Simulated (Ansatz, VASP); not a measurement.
## C: VASP beside Ansatz

```
C
1.0
     0.00000    1.78581    1.78581
     1.78581    0.00000    1.78581
     1.78581    1.78581    0.00000
C
2
Direct
  0.00000 0.00000 0.00000
  0.25000 0.25000 0.25000
```

Alike in both runs: task single point; functional LDA; k mesh 13 × 13 × 13; occupations fermi-dirac, width 0.01 eV; no spin polarisation.

|  | VASP | Ansatz |
| --- | --- | --- |
| version | VASP 6.6.1 | Ansatz 0.2.0 |
| potentials or method | VASP PAW LDA potentials, release 64 (C), cutoff 600 eV | plane-wave PAW DFT |
| valence electrons in the cell | 8 | 8 |

|  | VASP | Ansatz | Ansatz less VASP |
| --- | --- | --- | --- |
| gap on the k mesh at the Fermi level (eV) | 4.10 | 4.11 | +0.008 |

Ansatz warns that its potentials were made for another functional, while VASP's fit it. LDA's correlation is that of Perdew and Zunger in VASP and of Perdew and Wang (1992) in Ansatz.
